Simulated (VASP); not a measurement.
## Sn: relaxation of cell and atoms with PBEsol

Sn:

```
Sn
1.0
    -2.02919    2.02919    1.66076
     2.02919   -2.02919    1.66076
     2.02919    2.02919   -1.66076
Sn
1
Direct
  0.00000 0.00000 0.00000
```

| Item | Value |
| --- | --- |
| Program | VASP 6.6.1 |
| Task | relaxation of cell and atoms |
| Functional | PBEsol |
| Potentials or basis | VASP PAW PBE potentials, release 64 (Sn_d) |
| Cutoff | 600 eV |
| k mesh | 22 × 22 × 22 |
| Occupations | gaussian, width 0.1 eV |
| Spin | no spin polarisation |
| Dipole correction | no |
| Further INCAR settings | ALGO = Fast; EDIFF = 1e-07; IBRION = 2; EDIFFG = -0.01; NSW = 100; ISIF = 3 |

```yaml
Relaxed_volume: 26.24 Å³/atom
Relaxed_cell: a = 3.255 Å, b = 3.255 Å, c = 3.255 Å, α = 105.99°, β = 105.99°, γ = 116.69°
Space_group_after_relaxing_to_0.1_Å: I4/mmm (No. 139)
Energy_gained_by_relaxing: 9.2 meV/atom
Ionic_steps: 13
Pressure_after_relaxing: 0.0 GPa
Band_gap_on_the_k_mesh: zero (bands 7 and 8 overlap by 9.94 eV)
```

Step by step:
| step | energy change (eV) | largest force (eV/Å) | pressure (GPa) | volume (Å³) |
| --- | --- | --- | --- | --- |
| 1 | 0.0000 | 0.0000 | -1.72 | 27.35 |
| 2 | -0.0062 | 0.0000 | 0.37 | 26.21 |
| 3 | -0.0063 | 0.0000 | 0.17 | 26.32 |
| 4 | -0.0063 | 0.0000 | 0.09 | 26.34 |
| 5 | -0.0072 | 0.0000 | 0.07 | 26.32 |
| 6 | -0.0085 | 0.0000 | 0.04 | 26.28 |
| 7 | -0.0089 | 0.0000 | 0.09 | 26.17 |
| 8 | -0.0092 | 0.0000 | 0.04 | 26.22 |
| 9 | -0.0092 | 0.0000 | 0.05 | 26.22 |
| 10 | -0.0092 | 0.0000 | 0.06 | 26.21 |
| 11 | -0.0092 | 0.0000 | 0.06 | 26.21 |
| 12 | -0.0092 | 0.0000 | -0.10 | 26.29 |
| 13 | -0.0092 | 0.0000 | 0.04 | 26.24 |

Final structure:
```cif
data_structure
_symmetry_space_group_name_H-M 'P 1'
_symmetry_Int_Tables_number 1
_cell_length_a 3.2553
_cell_length_b 3.2553
_cell_length_c 3.2553
_cell_angle_alpha 105.988
_cell_angle_beta 105.988
_cell_angle_gamma 116.687
_cell_volume 26.24
loop_
_atom_site_label
_atom_site_type_symbol
_atom_site_fract_x
_atom_site_fract_y
_atom_site_fract_z
_atom_site_occupancy
Sn1 Sn 0.00000 0.00000 0.00000 1
```

Levels at points of the mesh, in eV from the Fermi level:
```tsv
k point	band 4	band 5	band 6	band 7	band 8	band 9	band 10	band 11
(0.00, 0.00, 0.00)	-21.36	-21.28	-11.37	7.57	7.57	9.16	11.24	12.50
(0.50, 0.00, 0.00)	-21.27	-21.21	-6.06	-4.46	3.27	4.75	7.57	7.73
(0.50, 0.50, 0.00)	-21.32	-21.22	-7.09	-4.84	5.15	7.26	9.79	10.16
(0.50, 0.50, 0.50)	-21.24	-21.21	-2.79	-1.34	-1.34	1.48	3.23	5.18
```

Run time: 17 min on 1 thread of Intel(R) Xeon(R) 6975P-C (Granite Rapids), on a shared host, peak memory 0.46 GiB.

Caveat: the PAW data sets were made with another functional, which shifts forces and pressure a little; spin-orbit coupling is left out, which moves the levels of the heavy elements.
